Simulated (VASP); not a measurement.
Write the native input for VASP 6.6.1 that does the following.

```
Task                   : single point
Functional             : PBE
Potentials or basis    : VASP PAW PBE potentials, release 64 (Ca_sv, S)
Cutoff                 : 500 eV
k mesh                 : 6 × 6 × 6
Occupations            : gaussian, width 0.01 eV
Spin                   : no spin polarisation
Dipole correction      : no
Further INCAR settings : ALGO = Normal; EDIFF = 1e-06; NBANDS = 15
```

The structure of CaS lies in POSCAR:

```
CaS
1.0
    0.0000000000      2.8479357439      2.8479357439
    2.8479357439      0.0000000000      2.8479357439
    2.8479357439      2.8479357439      0.0000000000
Ca S
1 1
Direct
    0.0000000000      0.0000000000      0.0000000000
    0.5000000000      0.5000000000      0.5000000000
```

These files were run (other wordings do the same):

INCAR

```
SYSTEM = CaS
PREC = Accurate
ENCUT = 500
EDIFF = 1E-6
ISMEAR = 0
SIGMA = 0.01
LREAL = .False.
LASPH = .True.
NELM = 120
ALGO = Normal
ISIF = 2
LWAVE = .False.
LCHARG = .False.
GGA = PE
NBANDS = 15
GGA_COMPAT = .False.
```

KPOINTS

```
regular mesh
0
Gamma
  6 6 6
  0 0 0
```

Potentials or basis: VASP PAW PBE potentials, release 64 (Ca_sv, S).

Command:

```sh
$ cat potpaw_PBE.64/Ca_sv/POTCAR potpaw_PBE.64/S/POTCAR > POTCAR
$ mpirun -np 1 vasp_std > vasp.out
```

Results of the run:

* Pressure: 0.6 GPa
* Band gap on the k mesh: 2.36 eV (least direct gap 3.16 eV)

It took 10 s on 1 thread of Intel(R) Xeon(R) Platinum 8559C (Emerald Rapids), with other jobs on the host, peak memory 0.16 GiB.
